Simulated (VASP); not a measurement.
Here is a VASP 6.6.1 calculation.

Contents of INCAR:

```
SYSTEM = BaTiO3
PREC = Accurate
ENCUT = 1340
EDIFF = 1E-6
ISMEAR = 0
SIGMA = 0.05
LREAL = .False.
LASPH = .True.
NELM = 120
ALGO = Normal
ISIF = 2
LWAVE = .False.
LCHARG = .False.
GGA = PE
NBANDS = 28
GGA_COMPAT = .False.
```

File KPOINTS:

```
Automatic mesh
0
Gamma
  8 8 6
  0 0 0
```

Contents of POSCAR:

```
BaTiO3
1.0
    3.9853536613      0.0000000000      0.0000000000
    0.0000000000      3.9853536613      0.0000000000
    0.0000000000      0.0000000000      4.2648343547
Ba Ti O
1 1 3
Direct
    0.0000000000      0.0000000000      0.9863187693
    0.5000000000      0.5000000000      0.4690806688
    0.5000000000      0.5000000000      0.0378497747
    0.5000000000      0.0000000000      0.5173753936
    0.0000000000      0.5000000000      0.5173753936
```

Potentials or basis: VASP PAW PBE potentials, release 64 (Ba_sv, Ti_sv, O_h).

The run is started by

```sh
$ cat potpaw_PBE.64/Ba_sv/POTCAR potpaw_PBE.64/Ti_sv/POTCAR potpaw_PBE.64/O_h/POTCAR > POTCAR
$ mpirun -np 1 vasp_std > vasp.out
```

**Question.** Estimate the pressure.

**Answer.** -0.8 GPa.

**Question.** What does it give for the largest force?

**Answer.** 0.381 eV/Å.

**Question.** Estimate the band gap on the k mesh.

**Answer.** 1.76 eV (least direct gap 2.35 eV).

Forces in eV/Å, atoms in the order of the input:
```
Ba   0.000  0.000  0.008
Ti   0.000  0.000 -0.346
O    0.000  0.000  0.381
O    0.000  0.000 -0.021
O    0.000  0.000 -0.021
```

Caveat: the cell differs from its parent crystal (strain +0.000 along x and y, +0.015 along z); spin-orbit coupling is left out, which moves the levels of the heavy elements. A k mesh can miss the band edges.
